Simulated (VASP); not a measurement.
Set up this calculation in VASP 6.6.1, as the native input.

```
Task                   : single point
Functional             : LDA
Potentials or basis    : VASP PAW LDA potentials, release 64 (Al)
Cutoff                 : 520 eV
k mesh                 : 6 × 6 × 6
Occupations            : fermi-dirac, width 0.05 eV
Spin                   : no spin polarisation
Dipole correction      : no
Further INCAR settings : ALGO = Normal; EDIFF = 1e-06; NBANDS = 12
```

The structure of Al lies in POSCAR:

```
Al
1.0
    3.9241510000      0.0000000000      0.0000000000
    0.0000000000      3.9241510000      0.0000000000
    0.0000000000      0.0000000000      3.9241510000
Al
3
Direct
    0.0000000000      0.5000000000      0.5000000000
    0.5000000000      0.0000000000      0.5000000000
    0.5000000000      0.5000000000      0.0000000000
```

The input as run:

INCAR

```
  PREC = Accurate
  ENCUT = 520
  EDIFF = 1E-6
  ISMEAR = -1
  SIGMA = 0.05
  LREAL = False
  LASPH = True
  NELM = 100
  ALGO = Normal
  ISIF = 2
  LWAVE = False
  LCHARG = True
  GGA = CA
  LELF = True
  LVHAR = True
  NBANDS = 12
```

KPOINTS

```
Automatic mesh
0
Gamma
  6 6 6
```

Potentials or basis: VASP PAW LDA potentials, release 64 (Al).

The run is started by

```sh
$ cat potpaw_LDA.64/Al/POTCAR > POTCAR
$ mpirun -np 1 vasp_std > vasp.out
```

It gave:

```yaml
Pressure: -3.3 GPa
```

Run time: 7.4 s on 1 thread of AMD EPYC 7R43 64-Core Processor (Zen 3), with other jobs on the host, peak memory 0.11 GiB.
